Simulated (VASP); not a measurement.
# H2 in VASP: single point with PBE

Aim: the single point of H2 with PBE.

All numbers are computed with VASP 6.6.1; they aren't measurements. Logs are shortened: lines on timing, memory, paths and dates and some standing lists are left out, and cuts for length are marked.

### 1 The cell of the first run

The cell holds a cluster in a box, 2 atoms: a = 7.000 Å, b = 7.000 Å, c = 9.000 Å, α = 90.00°, β = 90.00°, γ = 90.00°.

### 2 Single point, PBE, collinear spin, ferromagnetic start

Contents of INCAR:

```
SYSTEM = H
PREC = Accurate
ENCUT = 400
EDIFF = 1E-6
ISMEAR = -1
SIGMA = 0.05
LREAL = .FALSE.
LASPH = .TRUE.
NELM = 200
ALGO = Normal
ISIF = 2
LWAVE = .FALSE.
LCHARG = .TRUE.
ISPIN = 2
MAGMOM = 1 1
LORBIT = 11
GGA = PE
LELF = .TRUE.
LVHAR = .TRUE.
NBANDS = 12
GGA_COMPAT = .FALSE.
```

Contents of KPOINTS:

```
regular mesh
0
G
  1 1 2
  0 0 0
```

Contents of POSCAR:

```
H
1.0
    7.0000000000      0.0000000000      0.0000000000
    0.0000000000      7.0000000000      0.0000000000
    0.0000000000      0.0000000000      9.0000000000
H
2
Direct
    0.5000000000      0.5000000000      0.3333333333
    0.5000000000      0.5000000000      0.6666666667
```

Potentials or basis: VASP PAW PBE potentials, release 64 (H).

On the command line:

```
> cat potpaw_PBE.64/H/POTCAR > POTCAR
> mpirun -np 1 vasp_std > vasp.out
```

OUTCAR:

```text
SYSTEM = H
   PREC = Accurate
   ENCUT = 400
   EDIFF = 1E-6
   ISMEAR = -1
   LREAL = .FALSE.
   LASPH = .TRUE.
   NELM = 200
   ISIF = 2
   ISPIN = 2
   LORBIT = 11
   GGA = PE

 ion  position               nearest neighbor table
   1  0.500  0.500  0.333-
   2  0.500  0.500  0.667-

  LATTYP: Found a simple tetragonal cell.
 ALAT       =     7.0000000000
 C/A-ratio  =     1.2857142857

  Lattice vectors:

 A1 = (   7.0000000000,   0.0000000000,   0.0000000000)
 A2 = (   0.0000000000,   7.0000000000,   0.0000000000)
 A3 = (   0.0000000000,   0.0000000000,   9.0000000000)

Analysis of symmetry for initial positions (statically):
=====================================================================
 Subroutine PRICEL returns:
 Original cell was already a primitive cell.

 Routine SETGRP: Setting up the symmetry group for a
 simple tetragonal supercell.

 Subroutine GETGRP returns: Found 16 space group operations
 (whereof 16 operations were pure point group operations)
 out of a pool of 16 trial point group operations.

The static configuration has the point symmetry D_4h.

Analysis of symmetry for dynamics (positions and initial velocities):
=====================================================================
 Subroutine PRICEL returns:
 Original cell was already a primitive cell.

 Routine SETGRP: Setting up the symmetry group for a
 simple tetragonal supercell.

 Subroutine GETGRP returns: Found 16 space group operations
 (whereof 16 operations were pure point group operations)
 out of a pool of 16 trial point group operations.

The dynamic configuration has the point symmetry D_4h.

Analysis of structural, dynamic, and magnetic symmetry:
=====================================================================
 Subroutine PRICEL returns:
 Original cell was already a primitive cell.

 Routine SETGRP: Setting up the symmetry group for a
 simple tetragonal supercell.

 Subroutine GETGRP returns: Found 16 space group operations
 (whereof 16 operations were pure point group operations)
 out of a pool of 16 trial point group operations.

The overall configuration has the point symmetry D_4h.

 Subroutine INISYM returns: Found 16 space group operations
 (whereof 16 operations are pure point group operations),
 and found     1 'primitive' translations

----------------------------------------------------------------------------------------

                                     Primitive cell

  volume of cell :     441.0000

  direct lattice vectors                    reciprocal lattice vectors
     7.000000000  0.000000000  0.000000000     0.142857143  0.000000000  0.000000000
[... 115 lines left out ...]
 fundamental gap:      6.6667640328
 Fermi energy:        -6.0198721921

 spin component 1

 k-point     1 :       0.0000    0.0000    0.0000
  band No.  band energies     occupation
      1      -7.7628      1.00000
      2      -7.1965      1.00000
      3      -0.5298      0.00000
      4       0.6144      0.00000
      5       1.1931      0.00000
      6       1.1931      0.00000
      7       1.2142      0.00000
      8       2.0171      0.00000
      9       2.8190      0.00000
     10       2.8190      0.00000
     11       2.9933      0.00000
     12       3.6437      0.00000

 k-point     2 :       0.0000    0.0000    0.5000
  band No.  band energies     occupation
      1      -7.7574      1.00000
      2      -7.2051      1.00000
      3      -0.2332      0.00000
      4      -0.0345      0.00000
      5       1.3825      0.00000
      6       1.3825      0.00000
      7       2.0631      0.00000
      8       2.0907      0.00000
      9       2.0907      0.00000
     10       2.3214      0.00000
     11       2.5753      0.00000
     12       2.6908      0.00000
 Fermi energy:        -6.0198721921

 spin component 2

 k-point     1 :       0.0000    0.0000    0.0000
  band No.  band energies     occupation
      1       0.3966      0.00000
      2       2.1769      0.00000
      3       2.3265      0.00000
      4       3.2416      0.00000
      5       3.3951      0.00000
      6       3.3951      0.00000
      7       3.9944      0.00000
      8       5.0897      0.00000
      9       5.2018      0.00000
     10       5.2018      0.00000
     11       5.3095      0.00000
     12       5.3095      0.00000

 k-point     2 :       0.0000    0.0000    0.5000
  band No.  band energies     occupation
      1       0.7505      0.00000
      2       0.9849      0.00000
      3       3.6786      0.00000
      4       3.7343      0.00000
      5       3.7665      0.00000
      6       3.7665      0.00000
      7       3.9642      0.00000
      8       3.9642      0.00000
      9       3.9745      0.00000
     10       4.5181      0.00000
     11       4.7818      0.00000
     12       4.9692      0.00000

------------------------ aborting loop because EDIFF is reached ----------------------------------------

  FORCE on cell =-STRESS in cart. coord.  units (eV):
  Direction    XX          YY          ZZ          XY          YZ          ZX
  --------------------------------------------------------------------------------------
  -------------------------------------------------------------------------------------
  Total       -0.1237327     -0.1237327      0.0606811      0.0000000      0.0000000      0.0000000
  in kB       -0.4495277     -0.4495277      0.2204580      0.0000000      0.0000000      0.0000000
  external PRESSURE =      -0.2261991 kB  Pullay stress =       0.0000000 kB

 VOLUME and BASIS-vectors are now :
 -----------------------------------------------------------------------------
  energy-cutoff  :      400.00
  volume of cell :      441.00
      direct lattice vectors                 reciprocal lattice vectors
     7.000000000  0.000000000  0.000000000     0.142857143  0.000000000  0.000000000
     0.000000000  7.000000000  0.000000000     0.000000000  0.142857143  0.000000000
     0.000000000  0.000000000  9.000000000     0.000000000  0.000000000  0.111111111

 POSITION                                       TOTAL-FORCE (eV/Angst)
 -----------------------------------------------------------------------------------
      3.50000      3.50000      3.00000         0.000000     -0.000000     -0.051418
      3.50000      3.50000      6.00000         0.000000      0.000000      0.051418
 -----------------------------------------------------------------------------------
    total drift:                                0.000000     -0.000000      0.000000

  FREE ENERGIE OF THE ION-ELECTRON SYSTEM (eV)
  ---------------------------------------------------
  free  energy   TOTEN  =        -2.2237763730 eV

  energy  without entropy=       -2.2237763729  energy(sigma->0) =       -2.22377637

 total charge

# of ion       s       p       d       tot
------------------------------------------
    1        0.381   0.000   0.000   0.381
    2        0.381   0.000   0.000   0.381
--------------------------------------------------
tot          0.763   0.000   0.000   0.763

 magnetization (x)

# of ion       s       p       d       tot
------------------------------------------
    1        0.381   0.000   0.000   0.381
    2        0.381   0.000   0.000   0.381
--------------------------------------------------
tot          0.763   0.000   0.000   0.763
```

OSZICAR:

```text
N       E                     dE             d eps       ncg     rms          rms(c)
DAV:   1     0.387920230881E+01    0.38792E+01   -0.25143E+02    96   0.552E+01
DAV:   2    -0.175793723515E+01   -0.56371E+01   -0.55887E+01   112   0.166E+01
[... 20 lines left out ...]
DAV:  23    -0.222375469819E+01   -0.74226E-05   -0.71064E-10    88   0.145E-04    0.869E-06
DAV:  24    -0.222376806467E+01   -0.13366E-04   -0.43904E-10    88   0.107E-04    0.584E-06
DAV:  25    -0.222377291828E+01   -0.48536E-05   -0.21663E-10    88   0.689E-05    0.453E-06
DAV:  26    -0.222377454735E+01   -0.16291E-05   -0.46421E-11    72   0.305E-05    0.201E-06
DAV:  27    -0.222377563804E+01   -0.10907E-05   -0.22404E-11    72   0.206E-05    0.111E-06
DAV:  28    -0.222377637301E+01   -0.73497E-06   -0.80513E-12    72   0.114E-05
   1 F= -.22237764E+01 E0= -.22237764E+01  d E =-.682441E-10  mag=     2.0000
```

stdout:

```text
POSCAR found type information on POSCAR H
 POSCAR found :  1 types and       2 ions
 scaLAPACK will be used
 LDA part: xc-table for (Slater+PW92), standard interpolation
 POSCAR, INCAR and KPOINTS ok, starting setup
 FFT: planning ... GRIDC
 FFT: planning ... GRID_SOFT
 FFT: planning ... GRID
 WAVECAR not read
 entering main loop
```

Wall time 2 min (1 thread of Intel Xeon 8259CL, shared host); peak memory 0.43 GiB.

Results:

- Free energy: -2.2238 eV
- Largest force: 0.051 eV/Å
- Gap between the frontier levels: 6.67 eV
- Net moment: 2.00 μB per cell
- Site moments: H +0.38 μB
- Valence electrons inside the program's atomic spheres: H 0.38

Forces on the atoms (eV/Å):
```
H    0.000  0.000 -0.051
H    0.000  0.000  0.051
```
